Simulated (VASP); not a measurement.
The system is Cs3C.

```xyz
4
Lattice="3.5140 2.0288 6.4889 -3.5140 2.0288 6.4889 0.0000 -4.0576 6.4889" Properties=species:S:1:pos:R:3 pbc="T T T"
Cs    0.0000    2.0288    6.4889
Cs   -1.7570   -1.0144    6.4889
Cs    1.7570   -1.0144    6.4889
C     0.0000    0.0000    0.0000
```

The cell was generated, and may not be a known phase.

- Program: VASP 6.6.1
- Task: relaxation of cell and atoms
- Functional: PBE
- Potentials or basis: VASP PAW PBE potentials, release 64 (Cs_sv, C)
- Cutoff: 600 eV
- k mesh: 3 × 3 × 3
- Occupations: gaussian, width 0.1 eV
- Spin: collinear spin
- Starting moments: [0.0, 0.0, 0.0, 1.0] μB

At the start: pressure 1.2 GPa; volume 69.39 Å³/atom.

Question: How do energy, volume and symmetry change on relaxing?

Answer: Over 11 steps the energy falls by 321.7 meV/atom and the volume is 57.94 Å³/atom (-16.5 %); space group R-3m (No. 166, to 0.1 Å) before, Pm-3m (No. 221, to 0.1 Å); moment 2.67 μB per cell.

The path:
```tsv
step	energy change (eV)	largest force (eV/Å)	pressure (GPa)	volume (Å³)
1	0.0000	0.0000	1.20	277.57
2	-0.2982	0.0000	0.76	298.63
3	-0.7646	0.0000	0.02	363.67
4	-0.8091	0.0000	-0.18	389.01
5	-0.8108	0.0000	-0.21	393.37
6	-0.8434	0.0000	-0.22	382.47
7	-0.9541	0.0000	-0.25	349.84
8	-1.1930	0.0000	-0.21	284.84
9	-0.7005	0.0000	2.28	155.88
10	-1.2623	0.0000	-0.14	258.73
11	-1.2866	0.0000	-0.02	231.76
```

Final structure:
```xyz
4
Lattice="4.3428 2.5073 3.5473 -4.3428 2.5073 3.5473 0.0000 -5.0146 3.5473" Properties=species:S:1:pos:R:3 pbc="T T T"
Cs    0.0000    2.5073    3.5473
Cs   -2.1714   -1.2537    3.5473
Cs    2.1714   -1.2537    3.5473
C     0.0000    0.0000    0.0000
```

Caveat: the k points lie up to 0.34 Å⁻¹ apart in the final cell; the volume moved by over 15 % at a fixed basis, so the end points are rough.
